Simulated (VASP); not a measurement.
# Si (P-1) in VASP: notebook

The runs below take Si through single point, with LDA.

Program: VASP 6.6.1. These are calculated values, not measurements. Logs are shortened: lines on timing, memory, paths and dates and some standing lists are left out, and cuts for length are marked.

## 1. The cell of the first run

The typed cell holds 6 atoms: a = 3.840 Å, b = 3.840 Å, c = 9.438 Å, α = 87.67°, β = 85.33°, γ = 60.00°.

## 2. Single point, LDA

Input file INCAR:

```
PREC = Accurate
ENCUT = 520
EDIFF = 1E-6
ISMEAR = 0
SIGMA = 0.05
LREAL = F
LASPH = T
NELM = 100
ALGO = Normal
ISIF = 2
LWAVE = F
LCHARG = F
GGA = CA
NBANDS = 21
```

Input file KPOINTS:

```
Automatic mesh
0
Gamma
  8 8 3
```

Input file POSCAR:

```
Si
1.0
    2.7154700000     -2.7154700000      0.0000000000
    2.7154700000      0.0000000000     -2.7154700000
    5.9740340000      4.8878460000      5.4309400000
Si
6
Direct
    0.5583400000      0.6666666667      0.5416333333
    0.9583400000      0.0000000000      0.2083000000
    0.1583400000      0.3333333333      0.8749666667
    0.5083400000      0.6666666667      0.7916333333
    0.9083400000      1.0000000000      0.4583000000
    0.3083400000      0.3333333333      0.1249666667
```

Potentials or basis: VASP PAW LDA potentials, release 64 (Si).

Run with:

```sh
$ cat potpaw_LDA.64/Si/POTCAR > POTCAR
$ mpirun -np 1 vasp_std > vasp.out
```

OUTCAR:

```text
PREC = Accurate
   ENCUT = 520
   EDIFF = 1E-6
   ISMEAR = 0
   LREAL = F
   LASPH = T
   NELM = 100
   ISIF = 2
   GGA = CA

 ion  position               nearest neighbor table
   1  0.558  0.667  0.542-   5 2.35   5 2.35   4 2.35   5 2.35
   2  0.958  0.000  0.208-   6 2.35   6 2.35   5 2.35   6 2.35
   3  0.158  0.333  0.875-   4 2.35   4 2.35   4 2.35   6 2.47
   4  0.508  0.667  0.792-   3 2.35   1 2.35   3 2.35   3 2.35
   5  0.908  0.000  0.458-   1 2.35   1 2.35   2 2.35   1 2.35
   6  0.308  0.333  0.125-   2 2.35   2 2.35   2 2.35   3 2.47

  LATTYP: Found a base centered monoclinic cell.
 ALAT       =     3.8402545022
 B/A-ratio  =     1.7320508076
 C/A-ratio  =     2.4576411455
 COS(beta)  =    -0.0813788459

  Lattice vectors:

 A1 = (   0.0000000000,   2.7154700000,  -2.7154700000)
 A2 = (  -2.7154700000,   0.0000000000,   2.7154700000)
 A3 = (   5.9740340000,   4.8878460000,   5.4309400000)

Analysis of symmetry for initial positions (statically):
=====================================================================
 Subroutine PRICEL returns:
 Original cell was already a primitive cell.

 Routine SETGRP: Setting up the symmetry group for a
 base centered monoclinic supercell.

 Subroutine GETGRP returns: Found  2 space group operations
 (whereof  1 operations were pure point group operations)
 out of a pool of  4 trial point group operations.

The static configuration has the point symmetry C_1 .
 The point group associated with its full space group is S_2 .

Analysis of symmetry for dynamics (positions and initial velocities):
=====================================================================
 Subroutine PRICEL returns:
 Original cell was already a primitive cell.

 Routine SETGRP: Setting up the symmetry group for a
 base centered monoclinic supercell.

 Subroutine GETGRP returns: Found  2 space group operations
 (whereof  1 operations were pure point group operations)
 out of a pool of  4 trial point group operations.

The dynamic configuration has the point symmetry C_1 .
 The point group associated with its full space group is S_2 .

 Subroutine INISYM returns: Found  2 space group operations
 (whereof  1 operations are pure point group operations),
 and found     1 'primitive' translations

----------------------------------------------------------------------------------------

                                     Primitive cell

  volume of cell :     120.1396

  direct lattice vectors                    reciprocal lattice vectors
     2.715470000 -2.715470000  0.000000000     0.110478112 -0.257782262  0.110478112
     2.715470000  0.000000000 -2.715470000     0.122753458  0.122753458 -0.245506917
     5.974034000  4.887846000  5.430940000     0.061376729  0.061376729  0.061376729

  length of vectors
     3.840254502  3.840254502  9.437967474     0.301434108  0.300683337  0.106307613

  position of ions in fractional coordinates (direct lattice)
     0.558340000  0.666666667  0.541633333
     0.958340000  0.000000000  0.208300000
     0.158340000  0.333333333  0.874966667
     0.508340000  0.666666667  0.791633333
     0.908340000  0.000000000  0.458300000
     0.308340000  0.333333333  0.124966667

  ion indices of the primitive-cell ions
   primitive index   ion index
                 1           1
                 2           2
                 3           3
                 4           4
                 5           5
                 6           6

----------------------------------------------------------------------------------------

 KPOINTS: Automatic mesh

Automatic generation of k-mesh.
 Grid dimensions read from file:
 generate k-points for:    8    8    3

 Generating k-lattice:

  Cartesian coordinates                     Fractional coordinates (reciprocal lattice)
     0.013809764 -0.032222783  0.013809764     0.125000000  0.000000000  0.000000000
     0.015344182  0.015344182 -0.030688365     0.000000000  0.125000000  0.000000000
     0.020458910  0.020458910  0.020458910     0.000000000  0.000000000  0.333333333

  Length of vectors
     0.037679263  0.037585417  0.035435871

  Shift w.r.t. Gamma in fractional coordinates (k-lattice)
     0.000000000  0.000000000  0.000000000

 Subroutine IBZKPT returns following result:
 ===========================================

 Found     98 irreducible k-points:

 Following reciprocal coordinates:
            Coordinates               Weight
  0.000000  0.000000  0.000000      1.000000
  0.125000  0.000000  0.000000      2.000000
 -0.125000 -0.125000  0.000000      2.000000
  0.250000  0.000000  0.000000      2.000000
 -0.250000 -0.250000  0.000000      2.000000
  0.375000  0.000000  0.000000      2.000000
[... 16 lines left out ...]
  0.500000  0.250000  0.000000      2.000000
 -0.375000  0.250000 -0.000000      2.000000
 [... further k-points ...]
   k-points           NKPTS =     98   k-points in BZ     NKDIM =     98   number of bands    NBANDS=     21
   number of dos      NEDOS =    301   number of ions     NIONS =      6
   total plane-waves  NPLWV =  63000
   dimension x,y,z NGX =    30 NGY =   30 NGZ =   70
   dimension x,y,z NGXF=    60 NGYF=   60 NGZF=  140
   ions per type =               6
   NGX,Y,Z   is equivalent  to a cutoff of  12.99, 12.99, 12.33 a.u.
   NGXF,Y,Z  is equivalent  to a cutoff of  25.97, 25.97, 24.66 a.u.
 SYSTEM =  unknown system
   PREC   = accura    normal or accurate (medium, high low for compatibility)
   ISTART =      0    job   : 0-new  1-cont  2-samecut
   ICHARG =      2    charge: 1-file 2-atom 10-const
   ISPIN  =      1    spin polarized calculation?
   LNONCOLLINEAR =      F non collinear calculations
   LSORBIT =      F    spin-orbit coupling
   LASPH  =      T    aspherical Exc in radial PAW
   ENCUT  =  520.0 eV  38.22 Ry    6.18 a.u.   7.14  7.14 17.55*2*pi/ulx,y,z
   NELM   =    100;   NELMIN=  2; NELMDL= -5     # of ELM steps
   EDIFF  = 0.1E-05   stopping-criterion for ELM
   LREAL  =      F    real-space projection
   EDIFFG = 0.1E-04   stopping-criterion for IOM
   NSW    =      0    number of steps for IOM
   IBRION =     -1    ionic relax: 0-MD 1-quasi-New 2-CG
   NFREE  =      0    steps in history (QN), initial steepest desc. (CG)
   ISIF   =      2    stress and relaxation
   ISYM   =      2    0-nonsym 1-usesym 2-fastsym
   POTIM  = 0.5000    time-step for ionic-motion
   TEBEG  =    0.0;   TEEND  =   0.0 temperature during run
   PSTRESS=    0.0 pullay stress
   NELECT =      24.0000    total number of electrons
   NUPDOWN=      -1.0000    fix difference up-down
   EMIN   =  10.00;   EMAX   =-10.00  energy-range for DOS
   EFERMI =   0.00;   METHOD = LEGACY
   ISMEAR =     0;   SIGMA  =   0.05  broadening in eV -4-tet -1-fermi 0-gaus
   EFERMI_NEDOS =   21; number of points for ismear=-14 and -15
   IALGO  =     38    algorithm
   IMIX   =      4    mixing-type and parameters
     AMIX     =   0.40;   BMIX     =  1.00
     AMIX_MAG =   1.60;   BMIX_MAG =  1.00
  volume/ion in A,a.u.               =      20.02       135.12
  Fermi-wavevector in a.u.,A,eV,Ry     =   0.957010  1.808487 12.461143  0.915868
  Thomas-Fermi vector in A             =   2.085990
   LORBIT       =      0    0 simple, 1 ext, 2 COOP (PROOUT), +10 PAW based schemes
   GGA     = CA    functional components
   LHFCALC =     F    Hartree Fock is set to
   AEXX    =    0.0000 exact exchange contribution
   IVDW    =     0    specifies the selected vdW correction
   LEPSILON=     F    determine dielectric tensor
   LRPA    =     F    only Hartree local field effects (RPA)
 non-spin polarized calculation
 Gauss-broadening in eV      SIGMA  =   0.05
  energy-cutoff  :      520.00
  volume of cell :      120.14
 maximum number of plane-waves:      3260
 NGX is ok and might be reduce to    30
   NGX = 15   NGY = 15   NGZ = 35

 number of electron      24.0000000 magnetization

 Free energy of the ion-electron system (eV)
  ---------------------------------------------------
  ext. energy  EPLUGINS =         0.00000000
  ---------------------------------------------------
  free energy    TOTEN  =       -35.42667736 eV

  energy without entropy =      -35.42547061  energy(sigma->0) =      -35.42607399

 E-fermi :   5.9663     XC(G=0):  -9.6216

 val. band max:        5.9556353025   @ k =   0.3750   0.0000   0.3333
 cond. band min:       5.9716467531   @ k =   0.1250   0.0000   0.0000
 fundamental gap:      0.0160114505
 Fermi energy:         5.9663314286

 k-point     1 :       0.0000    0.0000    0.0000
  band No.  band energies     occupation
      1      -6.1716      2.00000
      2      -4.8286      2.00000
      3      -4.7725      2.00000
      4       0.4146      2.00000
      5       0.5673      2.00000
      6       4.6739      2.00000
[... 13 lines left out ...]
     20       9.2137      0.00000
     21       9.3109      0.00000

 k-point     2 :       0.1250    0.0000    0.0000
  band No.  band energies     occupation
      1      -5.9888      2.00000
      2      -4.6858      2.00000
      3      -4.5576      2.00000
      4       0.4339      2.00000
      5       0.6833      2.00000
      6       3.3607      2.00000
[... 13 lines left out ...]
     20       9.7213      0.00000
     21      10.0791      0.00000

 k-point     3 :      -0.1250   -0.1250    0.0000
  band No.  band energies     occupation
      1      -5.9873      2.00000
      2      -4.6859      2.00000
      3      -4.5581      2.00000
      4       0.4385      2.00000
      5       0.6535      2.00000
      6       3.3697      2.00000
[... 13 lines left out ...]
     20       9.5426      0.00000
     21      10.3157      0.00000
[... 457 lines left out ...]
 k-point    23 :       0.5000    0.2500    0.0000
  band No.  band energies     occupation
      1      -4.0986      2.00000
      2      -3.1271      2.00000
      3      -2.7503      2.00000
      4      -1.1064      2.00000
      5      -0.8645      2.00000
      6       0.2323      2.00000
[... 13 lines left out ...]
     20      11.0503      0.00000
     21      11.2980      0.00000

 k-point    24 :      -0.3750    0.2500   -0.0000
  band No.  band energies     occupation
      1      -3.2443      2.00000
      2      -3.1569      2.00000
      3      -2.2632      2.00000
      4      -1.3527      2.00000
      5      -1.0694      2.00000
      6      -0.8389      2.00000
[... 13 lines left out ...]
     20      12.0485      0.00000
     21      12.4231      0.00000

 [... further k-points ...]

------------------------ aborting loop because EDIFF is reached ----------------------------------------

  FORCE on cell =-STRESS in cart. coord.  units (eV):
  Direction    XX          YY          ZZ          XY          YZ          ZX
  --------------------------------------------------------------------------------------
  -------------------------------------------------------------------------------------
  Total       -4.2131548      0.3411823     -0.9992318      0.0105509      1.0459284     -1.3772852
  in kB      -56.1864663      4.5499937    -13.3257166      0.1407057     13.9484599    -18.3674212
  external PRESSURE =     -21.6540630 kB  Pullay stress =       0.0000000 kB

 VOLUME and BASIS-vectors are now :
 -----------------------------------------------------------------------------
  energy-cutoff  :      520.00
  volume of cell :      120.14
      direct lattice vectors                 reciprocal lattice vectors
     2.715470000 -2.715470000  0.000000000     0.110478112 -0.257782262  0.110478112
     2.715470000  0.000000000 -2.715470000     0.122753458  0.122753458 -0.245506917
     5.974034000  4.887846000  5.430940000     0.061376729  0.061376729  0.061376729

 POSITION                                       TOTAL-FORCE (eV/Angst)
 -----------------------------------------------------------------------------------
      6.56220      1.13126      1.13126         0.098669     -0.144387     -0.042331
      3.84673     -1.58421      1.13126         0.095585     -0.124668      0.052607
      6.56220      3.84673      3.84673         0.824007     -0.298549      0.317932
      7.91994      2.48900      2.48900        -0.095585      0.124668     -0.052607
      5.20447     -0.22647      2.48900        -0.098669      0.144387      0.042331
      2.48900     -0.22647     -0.22647        -0.824007      0.298549     -0.317932
 -----------------------------------------------------------------------------------
    total drift:                               -0.000000     -0.000000     -0.000000

  FREE ENERGIE OF THE ION-ELECTRON SYSTEM (eV)
  ---------------------------------------------------
  free  energy   TOTEN  =       -35.4266773597 eV

  energy  without entropy=      -35.4254706133  energy(sigma->0) =      -35.42607399
```

Run time: 2.2 min. Hardware: 1 thread of AMD EPYC 9R45 (Zen 5), shared host; peak memory 0.27 GiB.

What came out:

- Free energy: -35.4267 eV
- Pressure: -2.2 GPa
- Largest force: 0.932 eV/Å
- Band gap on the k mesh: zero (band 12 reaches 6.15 eV, above the bottom of band 13 at 5.71 eV)

Forces on the atoms (eV/Å):
```
Si   0.099 -0.144 -0.042
Si   0.096 -0.125  0.053
Si   0.824 -0.299  0.318
Si  -0.096  0.125 -0.053
Si  -0.099  0.144  0.042
Si  -0.824  0.299 -0.318
```

[end of part 1 of 2]
